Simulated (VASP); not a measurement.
Write the native input for VASP 6.6.1 that does the following.

- Task: single point
- Functional: r2SCAN
- Dispersion: rVV10
- Potentials or basis: VASP PAW PBE potentials, release 64 (Te, Ge_d, Sb)
- Cutoff: 520 eV
- k mesh: 10 × 10 × 2
- Occupations: gaussian, width 0.03 eV
- Spin: no spin polarisation
- Dipole correction: no
- Further INCAR settings: ALGO = Normal; EDIFF = 1e-06; NBANDS = 44

Crystal: Ge2Sb2Te5.

```
CELL_PARAMETERS angstrom
4.24579 0.00000 0.00000
-2.12290 3.67696 0.00000
0.00000 0.00000 17.22984
ATOMIC_POSITIONS crystal
Te 0.00000 0.00000 0.00000
Te 0.66667 0.33333 0.19610
Te 0.33333 0.66667 0.41230
Te 0.66667 0.33333 0.58770
Te 0.33333 0.66667 0.80390
Ge 0.33333 0.66667 0.09924
Ge 0.66667 0.33333 0.90076
Sb 0.00000 0.00000 0.31316
Sb 0.00000 0.00000 0.68684
```

These files were run (other wordings do the same):

POSCAR

```
Ge2Sb2Te5
1.0
    4.2457919100      0.0000000000      0.0000000000
   -2.1228959550      3.6769636533      0.0000000000
    0.0000000000      0.0000000000     17.2298356199
Te Ge Sb
5 2 2
Direct
    0.0000000000      0.0000000000      0.0000000000
    0.6666666667      0.3333333333      0.1961003084
    0.3333333333      0.6666666667      0.4123023641
    0.6666666667      0.3333333333      0.5876976359
    0.3333333333      0.6666666667      0.8038996916
    0.3333333333      0.6666666667      0.0992370239
    0.6666666667      0.3333333333      0.9007629761
    0.0000000000      0.0000000000      0.3131645301
    0.0000000000      0.0000000000      0.6868354699
```

INCAR.step1

```
SYSTEM = Ge2Sb2Te5
PREC = Accurate
ENCUT = 520
ISMEAR = 0
SIGMA = 0.03
LREAL = .False.
LASPH = .True.
NELM = 100
NBANDS = 44
GGA = PE
ALGO = Normal
EDIFF = 1E-4
LWAVE = .True.
LCHARG = .False.
```

INCAR.step2

```
SYSTEM = Ge2Sb2Te5
PREC = Accurate
ENCUT = 520
EDIFF = 1E-6
ISMEAR = 0
SIGMA = 0.03
LREAL = .False.
LASPH = .True.
NELM = 100
ALGO = Normal
ISIF = 2
LWAVE = .False.
LCHARG = .False.
METAGGA = R2SCAN
LMIXTAU = .True.
LUSE_VDW = .True.
IVDW_NL = 2
BPARAM = 11.95
CPARAM = 0.0093
NBANDS = 44
ISTART = 1
```

KPOINTS

```
Automatic mesh
0
Gamma
  10 10 2
  0 0 0
```

Potentials or basis: VASP PAW PBE potentials, release 64 (Te, Ge_d, Sb).

Launch:

```sh
$ cat potpaw_PBE.64/Te/POTCAR potpaw_PBE.64/Ge_d/POTCAR potpaw_PBE.64/Sb/POTCAR > POTCAR
$ cp INCAR.step1 INCAR
$ mpirun -np 1 vasp_std > vasp.out
$ cp INCAR.step2 INCAR
$ mpirun -np 1 vasp_std > vasp.out
```

It gave:

The pressure is 0.1 GPa. The largest force is 0.038 eV/Å. The band gap on the k mesh is 0.32 eV.

Caveat: the PAW data sets were made with another functional, which shifts forces and pressure a little; spin-orbit coupling is left out, which moves the levels of the heavy elements.

Run time: 33 min on 1 thread of Intel(R) Xeon(R) 6975P-C (Granite Rapids), on a shared host, peak memory 1 GiB.
